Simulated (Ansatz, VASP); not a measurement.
**NaCl: VASP beside Ansatz**

The input INCAR:

```
SYSTEM = NaCl
  PREC = Accurate
  ENCUT = 520
  EDIFF = 1E-7
  ISMEAR = 0
  SIGMA = 0.05
  LREAL = .False.
  LASPH = .True.
  NELM = 80
  ALGO = Normal
  ISIF = 2
  LWAVE = .False.
  LCHARG = .False.
  GGA = PS
  NBANDS = 14
```

File KPOINTS:

```
regular mesh
0
Gamma
  8 8 8
  0 0 0
```

The input POSCAR:

```
NaCl
1.0
    0.0000000000      2.7963531250      2.8317500000
    2.8671468750      0.0000000000      2.8317500000
    2.8671468750      2.7963531250      0.0000000000
Na Cl
1 1
Direct
    0.0000000000      0.0000000000      0.0000000000
    0.5000000000      0.5000000000      0.5000000000
```

Input for Ansatz:

```yaml
crystal:
  lattice:
    - [0.0, 2.796353125, 2.83175]
    - [2.867146875, 0.0, 2.83175]
    - [2.867146875, 2.796353125, 0.0]
  atoms:
    - { symbol: Na, position: [0.0, 0.0, 0.0] }
    - { symbol: Cl, position: [0.5, 0.5, 0.5] }
basis:
  ecutwfc: 420
kpoints:
  mp_grid: { grid: [8, 8, 8] }
hamiltonian:
  xc: pbesol
scf:
  occupations: { method: gaussian, width: 0.05 }
output:
  forces: true
  stress: true
  eigenvalues: true
```

Change from the starting cell: strain +0.0125 x Voigt [1, -1, 0, 0, 0, 0], atoms carried along.

Alike in both runs: task single point; functional PBEsol; k mesh 8 × 8 × 8; occupations gaussian, width 0.05 eV; no spin polarisation.

|  | VASP | Ansatz |
| --- | --- | --- |
| version | VASP 6.6.1 | Ansatz 0.2.0 |
| potentials or method | VASP PAW PBE potentials, release 64 (Na_pv, Cl), cutoff 520 eV | scalar-relativistic, plane waves, PAW |
| valence electrons in the cell | 14 | 16 |

```tsv
	VASP	Ansatz	Ansatz less VASP
gap on the k mesh at the Fermi level (eV)	4.88	4.88	+0.003
least direct gap on the mesh (eV)	4.88	4.88	+0.003
pressure (GPa)	-0.7	-0.8	-0.01
traceless stress, the component that is largest in VASP (GPa)	0.47	0.46	-0.009
```

VASP's potentials were made for PBE, not for PBEsol. VASP's potentials hold 14 valence electrons a cell and Ansatz's 16, so a difference there can come from the potentials and not from the codes.
